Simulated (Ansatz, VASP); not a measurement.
Two plane-wave programs on SnO2

```
CELL_PARAMETERS angstrom
5.41305 0.00000 0.00000
-2.70653 4.68784 0.00000
0.00000 0.00000 5.92808
ATOMIC_POSITIONS crystal
Sn 0.00000 0.50000 0.33333
Sn 0.50000 0.50000 0.66667
Sn 0.50000 0.00000 0.00000
O 0.58350 0.79175 0.83333
O 0.79175 0.58350 0.50000
O 0.79175 0.20825 0.16667
O 0.41650 0.20825 0.83333
O 0.20825 0.41650 0.50000
O 0.20825 0.79175 0.16667
```

Alike in both runs: task single point; functional r2SCAN; k mesh 6 × 6 × 4; occupations gaussian, width 0.1 eV; no spin polarisation.

|  | VASP | Ansatz |
| --- | --- | --- |
| version | VASP 6.6.1 | Ansatz 0.2.0 |
| potentials or method | VASP PAW PBE potentials, release 64 (Sn_d, O), cutoff 660 eV | scalar-relativistic, plane waves, PAW |
| valence electrons in the cell | 78 | 78 |

VASP gave:

```
gap on the k mesh at the Fermi level (eV) : 4.23
least direct gap on the mesh (eV)         : 4.23
rms of the force components (eV/Å)        : 1.812
```

Problem. Which values does Ansatz return?

Solution. gap on the k mesh at the Fermi level (eV): 4.22; least direct gap on the mesh (eV): 4.22; rms of the force components (eV/Å): 1.852.

VASP's potentials were made for PBE, not for r2SCAN. Atom by atom the forces differ by 0.040 eV/Å (rms over components).
